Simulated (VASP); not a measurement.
BiIr, 2 atoms in the cell. Symmetry: Fm-3m, No. 225, cubic system. Conventional cell: a = 5.626 Å, b = 5.626 Å, c = 5.626 Å, α = 90.00°, β = 90.00°, γ = 90.00°. Within 3.7 Å of Ir (site symmetry m-3m) lie 6 Bi at 2.81 Å. Within 3.7 Å of Bi (site symmetry m-3m) lie 6 Ir at 2.81 Å. 

* Program: VASP 6.6.1
* Task: single point
* Functional: LDA
* Potentials or basis: VASP PAW LDA potentials, release 64 (Ir, Bi_d)
* Cutoff: 520 eV
* k mesh: 10 × 10 × 10
* Occupations: gaussian, width 0.05 eV
* Spin: no spin polarisation
* Dipole correction: no
* Further INCAR settings: ALGO = Normal; EDIFF = 1e-07; NBANDS = 19

Potentials or basis: VASP PAW LDA potentials, release 64 (Ir, Bi_d).

The run is started by

```sh
$ cat potpaw_LDA.64/Ir/POTCAR potpaw_LDA.64/Bi_d/POTCAR > POTCAR
$ mpirun -np 1 vasp_std > vasp.out
```

Hardware: 1 thread of AMD EPYC 9R45 96-Core Processor (Zen 5), on a shared host.

Q: How long does it take, and how much memory?

A: Wall time 16 s on 1 thread of AMD EPYC 9R45 96-Core Processor (Zen 5), with other jobs on the host, peak memory 0.15 GiB. Counts: scf iterations 12, k points 47.
